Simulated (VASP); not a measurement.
# Zn (Fm-3m) in VASP: further runs, part 2 of 2

VASP 6.6.1. Earlier steps stand in the parts before.

### Step 5. Electric field gradients, revPBE+D3(BJ)

The input, INCAR:

```
SYSTEM = Zn
ALGO = Normal
EDIFF = 1E-8
ENCUT = 400
GGA = RE
GGA_COMPAT = .False.
ISIF = 2
ISMEAR = -1
IVDW = 12
LASPH = .True.
LCHARG = .False.
LEFG = .True.
LREAL = .False.
LWAVE = .False.
NBANDS = 12
NELM = 120
PREC = Accurate
SIGMA = 0.05
```

The input, KPOINTS:

```
k-points
0
Gamma
  18 18 18
  0 0 0
```

The input, POSCAR:

```
Zn
1.0
    0.0000000000      1.9647760000      1.9647760000
    1.9647760000      0.0000000000      1.9647760000
    1.9647760000      1.9647760000      0.0000000000
Zn
1
Direct
    0.0000000000      0.0000000000      0.0000000000
```

Potentials or basis: VASP PAW PBE potentials, release 64 (Zn).

On the command line:

```
$ cat potpaw_PBE.64/Zn/POTCAR > POTCAR
$ mpirun -np 1 vasp_std > vasp.out
```

OUTCAR:

```text
SYSTEM = Zn
   EDIFF = 1E-8
   ENCUT = 400
   GGA = RE
   ISIF = 2
   ISMEAR = -1
   IVDW = 12
   LASPH = .True.
   LREAL = .False.
   NELM = 120
   PREC = Accurate
 IVDW          = 12

 ion  position               nearest neighbor table
   1  0.000  0.000  0.000-

  LATTYP: Found a face centered cubic cell.
 ALAT       =     3.9295520000

  Lattice vectors:

 A1 = (   0.0000000000,   1.9647760000,   1.9647760000)
 A2 = (   1.9647760000,   0.0000000000,   1.9647760000)
 A3 = (   1.9647760000,   1.9647760000,   0.0000000000)

Analysis of symmetry for initial positions (statically):
=====================================================================
 Subroutine PRICEL returns:
 Original cell was already a primitive cell.

 Routine SETGRP: Setting up the symmetry group for a
 face centered cubic supercell.

 Subroutine GETGRP returns: Found 48 space group operations
 (whereof 48 operations were pure point group operations)
 out of a pool of 48 trial point group operations.

The static configuration has the point symmetry O_h .

Analysis of symmetry for dynamics (positions and initial velocities):
=====================================================================
 Subroutine PRICEL returns:
 Original cell was already a primitive cell.

 Routine SETGRP: Setting up the symmetry group for a
 face centered cubic supercell.

 Subroutine GETGRP returns: Found 48 space group operations
 (whereof 48 operations were pure point group operations)
[... 162 lines left out ...]
      7      21.5157      0.00000
      8      21.5157      0.00000
      9      21.5157      0.00000
     10      22.0299      0.00000
     11      24.2299      0.00000
     12      24.2299      0.00000
[... 331 lines left out ...]
 k-point    24 :      -0.2222    0.0556    0.0000
  band No.  band energies     occupation
      1      -5.5597      2.00000
      2      -4.3976      2.00000
      3      -4.3226      2.00000
      4      -4.2973      2.00000
      5      -4.0481      2.00000
      6      -3.8935      2.00000
      7      10.9986      0.00000
      8      17.1988      0.00000
      9      20.6282      0.00000
     10      21.9174      0.00000
     11      24.1417      0.00000
     12      24.7629      0.00000

 [... further k-points ...]

------------------------ aborting loop because EDIFF is reached ----------------------------------------

 Edisp (eV)   -0.77946

 E8    (eV) :    -0.5373

  FORCE on cell =-STRESS in cart. coord.  units (eV):
  Direction    XX          YY          ZZ          XY          YZ          ZX
  --------------------------------------------------------------------------------------
  -------------------------------------------------------------------------------------
  Total      -0.63184    -0.63184    -0.63184     0.00000     0.00000    -0.00000
  in kB     -66.73427   -66.73427   -66.73427     0.00000     0.00000    -0.00000
  external pressure =      -66.73 kB  Pullay stress =        0.00 kB

 VOLUME and BASIS-vectors are now :
 -----------------------------------------------------------------------------
  energy-cutoff  :      400.00
  volume of cell :       15.17
      direct lattice vectors                 reciprocal lattice vectors
     0.000000000  1.964776000  1.964776000    -0.254481936  0.254481936  0.254481936
     1.964776000  0.000000000  1.964776000     0.254481936 -0.254481936  0.254481936
     1.964776000  1.964776000  0.000000000     0.254481936  0.254481936 -0.254481936

 POSITION                                       TOTAL-FORCE (eV/Angst)
 -----------------------------------------------------------------------------------
      0.00000      0.00000      0.00000        -0.000000     -0.000000      0.000000
 -----------------------------------------------------------------------------------
    total drift:                                0.000000     -0.000000      0.000000

  FREE ENERGIE OF THE ION-ELECTRON SYSTEM (eV)
  ---------------------------------------------------
  free  energy   TOTEN  =        -1.5635552647 eV

  energy  without entropy=       -1.5610613363  energy(sigma->0) =       -1.56230830

 Electric field gradients (V/A^2)
---------------------------------------------------------------------
 ion       V_xx      V_yy      V_zz      V_xy      V_xz      V_yz
---------------------------------------------------------------------
   1      -0.000     0.000     0.000     0.004     0.004     0.004
---------------------------------------------------------------------

 Electric field gradients after diagonalization (V/A^2)
 (convention: |V_zz| > |V_xx| > |V_yy|)
----------------------------------------------------------------------
 ion       V_xx      V_yy      V_zz     asymmetry (V_yy - V_xx)/ V_zz
----------------------------------------------------------------------
   1      -0.004    -0.004     0.007       0.000
----------------------------------------------------------------------

           NMR quadrupolar parameters

 Cq : quadrupolar parameter    Cq=e*Q*V_zz/h
 eta: asymmetry parameters     (V_yy - V_xx)/ V_zz
 Q  : nuclear electric quadrupole moment in mb (millibarn)
----------------------------------------------------------------------
 ion       Cq(MHz)       eta       Q (mb)
----------------------------------------------------------------------
   1       0.000       0.000       1.000
----------------------------------------------------------------------
```

OSZICAR:

```text
N       E                     dE             d eps       ncg     rms          rms(c)
DAV:   1     0.382674157376E+02    0.38267E+02   -0.55346E+03  4800   0.132E+03
DAV:   2     0.151570568861E+00   -0.38116E+02   -0.35753E+02  4860   0.191E+02
DAV:   3    -0.862488984293E+00   -0.10141E+01   -0.10128E+01  5516   0.325E+01
DAV:   4    -0.864464180053E+00   -0.19752E-02   -0.19751E-02  5164   0.136E+00
DAV:   5    -0.864465690134E+00   -0.15101E-05   -0.15099E-05  5484   0.375E-02    0.281E+00
DAV:   6    -0.788443815940E+00    0.76022E-01   -0.41380E-01  5648   0.129E+01    0.216E+00
DAV:   7    -0.785407200455E+00    0.30366E-02   -0.72474E-03  4964   0.161E+00    0.109E+00
DAV:   8    -0.784082896337E+00    0.13243E-02   -0.11573E-03  5240   0.499E-01    0.422E-02
DAV:   9    -0.784097149633E+00   -0.14253E-04   -0.74678E-05  6020   0.103E-01    0.206E-02
DAV:  10    -0.784097347575E+00   -0.19794E-06   -0.32768E-06  5412   0.262E-02    0.153E-03
DAV:  11    -0.784097172422E+00    0.17515E-06   -0.64873E-08  5420   0.452E-03    0.464E-04
DAV:  12    -0.784097084026E+00    0.88396E-07   -0.54021E-09  3520   0.810E-04    0.494E-05
DAV:  13    -0.784097091610E+00   -0.75845E-08   -0.14301E-10  2704   0.154E-04
   1 F= -.15635553E+01 E0= -.15623083E+01  d E =-.249393E-02
```

stdout:

```text
POSCAR found type information on POSCAR Zn
 POSCAR found :  1 types and       1 ions
 scaLAPACK will be used
 -----------------------------------------------------------------------------
|                                                                             |
|                                                                             |
|     You enforced a specific xc type in the INCAR file but a different       |
|     I HOPE YOU KNOW WHAT YOU ARE DOING!                                     |
|                                                                             |
 -----------------------------------------------------------------------------

 LDA part: xc-table for (Slater+PW92), standard interpolation
 POSCAR, INCAR and KPOINTS ok, starting setup
 FFT: planning ... GRIDC
 FFT: planning ... GRID_SOFT
 FFT: planning ... GRID
 WAVECAR not read
 entering main loop
ion   1
```

It took 13 s on 1 thread of AMD EPYC 9R45 (Zen 5), shared host; peak memory 0.11 GiB.

Results:

```yaml
Free_energy: -1.5636 eV
Pressure: -6.7 GPa
Band_gap_on_the_k_mesh: zero (band 6 reaches 4.83 eV, above the bottom of band 7 at 1.84 eV)
Dispersion_energy_per_atom: -0.779 eV
```

Levels at points of the mesh, in eV from the Fermi level:
| k point | band 4 | band 5 | band 6 | band 7 | band 8 | band 9 |
| --- | --- | --- | --- | --- | --- | --- |
| (0.00, 0.00, 0.00) | -7.56 | -7.18 | -7.18 | 18.38 | 18.38 | 18.38 |
| (0.50, 0.00, 0.00) | -6.89 | -6.89 | -2.86 | -1.30 | 15.36 | 15.36 |
| (0.50, 0.50, 0.00) | -6.82 | -6.82 | -0.94 | 1.81 | 8.51 | 8.51 |

Caveat: without QUAD_EFG the Cq values of the log hold for a quadrupole moment of 1 mb, not for the nuclei; the PAW data sets were made with another functional, which shifts forces and pressure a little; pairwise dispersion overbinds metals, which lowers pressure and volume.

### Step 6. Overview

```csv
task,level,potentials or basis,k mesh,cutoff (eV),smearing,ions in elastic constants,gap on the mesh (eV),pressure (GPa)
vibrations by perturbation theory,PBEsol,"VASP PAW PBE potentials, release 64 (Zn)",9 × 9 × 9,520,fermi-dirac 0.05 eV,-,-,-
elastic constants,PBEsol,"VASP PAW PBE potentials, release 64 (Zn)",9 × 9 × 9,600,fermi-dirac 0.05 eV,relaxed,-,-
electric field gradients,LDA,"VASP PAW LDA potentials, release 64 (Zn)",7 × 7 × 7,400,fermi-dirac 0.01 eV,-,none,-9.4
electric field gradients,revPBE+D3(BJ),"VASP PAW PBE potentials, release 64 (Zn)",18 × 18 × 18,400,fermi-dirac 0.05 eV,-,none,-6.7
```

Alike in all rows: no spin polarisation; cell as given.

Caveats: some runs use coarse meshes; the PAW data sets were made with another functional, which shifts forces and pressure a little (some runs); the cell is under stress, which shifts elastic constants (some runs); the elastic tensor has a negative eigenvalue, so either the cell is unstable as it stands or the mesh is too thin (some runs); pairwise dispersion overbinds metals, which lowers pressure and volume (some runs).

Absolute energies hang on the potentials; compare differences alone.
